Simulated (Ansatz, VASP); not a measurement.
# One calculation of Si2Mo, two programs

File INCAR:

```
SYSTEM = Si2Mo
PREC = Accurate
ENCUT = 520
EDIFF = 1E-8
ISMEAR = -1
SIGMA = 0.08
LREAL = .FALSE.
LASPH = .TRUE.
NELM = 100
ALGO = Normal
ISIF = 2
LWAVE = .FALSE.
LCHARG = .FALSE.
GGA = PS
LEFG = .TRUE.
NBANDS = 18
```

Contents of KPOINTS:

```
regular mesh
0
G
  16 16 16
  0 0 0
```

File POSCAR:

```
Si2Mo
1.0
   -1.6320000000      1.6320000000      3.9305000000
    1.6320000000     -1.6320000000      3.9305000000
    1.6320000000      1.6320000000     -3.9305000000
Si Mo
2 1
Direct
    0.3330000000      0.3330000000      0.0000000000
    0.6670000000      0.6670000000      0.0000000000
    0.0000000000      0.0000000000      0.0000000000
```

Input for Ansatz:

```yaml
crystal:
  lattice:
    - [-1.632, 1.632, 3.9305]
    - [1.632, -1.632, 3.9305]
    - [1.632, 1.632, -3.9305]
  atoms:
    - { symbol: Si, position: [0.333, 0.333, 0.0] }
    - { symbol: Si, position: [0.667, 0.667, 0.0] }
    - { symbol: Mo, position: [0.0, 0.0, 0.0] }
kpoints:
  mp_grid: { grid: [16, 16, 16] }
scf:
  occupations: { method: fermi_dirac, width: 0.08 }
hamiltonian:
  xc: pbesol
  pseudopotentials: { kind: all_electron, datasets: crystal }
output:
  forces: true
  stress: true
  eigenvalues: true
  efg: { contact_densities: true }
```

Change from the starting cell: equal xx and yy strain of +2 %, crystal datasets.

Alike in both runs: task electric field gradients; functional PBEsol; k mesh 16 × 16 × 16; occupations fermi-dirac, width 0.08 eV; no spin polarisation.

|  | VASP | Ansatz |
| --- | --- | --- |
| version | VASP 6.6.1 | Ansatz 0.2.0 |
| potentials or method | VASP PAW PBE potentials, release 64 (Si, Mo_sv), cutoff 520 eV | all-electron PAW with datasets made for the crystal, scalar-relativistic |

|  | VASP | Ansatz | Ansatz less VASP |
| --- | --- | --- | --- |
| pressure (GPa) | -9.6 | -9.9 | -0.27 |
| traceless stress, the component that is largest in VASP (GPa) | 3.27 | 3.25 | -0.020 |
| rms of the force components (eV/Å) | 0.173 | 0.174 | +0.0013 |
| size of Vzz on the site where it differs most (V/Å²) | 75.6 | 77.6 | +2.02 |

VASP's potentials were made for PBE, not for PBEsol. Atom by atom the forces differ by 0.001 eV/Å (rms over components). Ansatz ran all-electron here, and VASP with PAW potentials.
